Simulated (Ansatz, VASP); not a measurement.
# Two plane-wave programs on ZnO

File POSCAR:

```
ZnO
1.0
    3.2348692153      0.0000000000      0.0000000000
   -1.6174346076      2.8014789184      0.0000000000
    0.0000000000      0.0000000000      4.8995728459
Zn O
2 2
Direct
    0.6666666667      0.3333333333      0.4943457443
    0.3333333333      0.6666666667     -0.0056542557
    0.6666666667      0.3333333333      0.8859642557
    0.3333333333      0.6666666667      0.3859642557
```

File INCAR.step1:

```
PREC     = Accurate       # precision mode
ENCUT    = 520            # plane-wave cutoff, eV
ISMEAR   = 0              # smearing method
SIGMA    = 0.02           # smearing width, eV
LREAL    = F              # projectors in reciprocal space
LASPH    = T              # aspherical terms in the spheres
NELM     = 80             # most SCF steps
GGA      = PE             # functional
ALGO     = Normal         # electronic algorithm
EDIFF    = 1E-4           # SCF threshold, eV
LWAVE    = T              # write WAVECAR
LCHARG   = F              # write CHGCAR
```

Contents of INCAR.step2:

```
PREC     = Accurate       # precision mode
ENCUT    = 520            # plane-wave cutoff, eV
EDIFF    = 1E-6           # SCF threshold, eV
ISMEAR   = 0              # smearing method
SIGMA    = 0.02           # smearing width, eV
LREAL    = F              # projectors in reciprocal space
LASPH    = T              # aspherical terms in the spheres
NELM     = 80             # most SCF steps
ALGO     = Normal         # electronic algorithm
ISIF     = 2              # what is computed and relaxed
LWAVE    = F              # write WAVECAR
LCHARG   = F              # write CHGCAR
METAGGA  = R2SCAN         # meta-GGA
LMIXTAU  = T            
IBRION   = 2              # ionic algorithm
NSW      = 60             # ionic steps
EDIFFG   = -0.008         # ionic threshold
ISTART   = 1
```

File KPOINTS:

```
Automatic mesh
0
Gamma
  12 12 6
```

Input for Ansatz:

```yaml
crystal:
  lattice:
    - [3.2348692153, 0.0, 0.0]
    - [-1.6174346076, 2.8014789184, 0.0]
    - [0.0, 0.0, 4.8995728459]
  atoms:
    - { symbol: Zn, position: [0.6666666667, 0.3333333333, 0.4943457443] }
    - { symbol: Zn, position: [0.3333333333, 0.6666666667, -0.0056542557] }
    - { symbol: O, position: [0.6666666667, 0.3333333333, 0.8859642557] }
    - { symbol: O, position: [0.3333333333, 0.6666666667, 0.3859642557] }
basis:
  ecutwfc: 500
kpoints:
  mp_grid: { grid: [12, 12, 6] }
hamiltonian:
  xc: r2scan
scf:
  occupations: { method: gaussian, width: 0.02 }
output:
  forces: true
  stress: true
  eigenvalues: true
  write_density: true
  write_potential: true
  elf: true
  volumetric_format: npy
relax:
  adjacent_minimum: "off"
  f_tol: 0.008
  max_steps: 40
```

Change from the starting cell: strain along c alone, the other axes held, atoms relaxed: -6.0 %.

Alike in both runs: task relaxation of the atoms; functional r2SCAN; k mesh 12 × 12 × 6; occupations gaussian, width 0.02 eV; no spin polarisation.

|  | VASP | Ansatz |
| --- | --- | --- |
| version | VASP 6.6.1 | Ansatz 0.2.0 |
| potentials or method | VASP PAW PBE potentials, release 64 (Zn, O), cutoff 520 eV | scalar-relativistic, plane waves, PAW |
| valence electrons in the cell | 36 | 36 |

|  | VASP | Ansatz | Ansatz less VASP |
| --- | --- | --- | --- |
| gap on the k mesh at the Fermi level, each at its own relaxed structure (eV) | 1.39 | 1.39 | +0.001 |

VASP's potentials were made for PBE, not for r2SCAN. Ansatz's warnings: stress scf threshold loose.
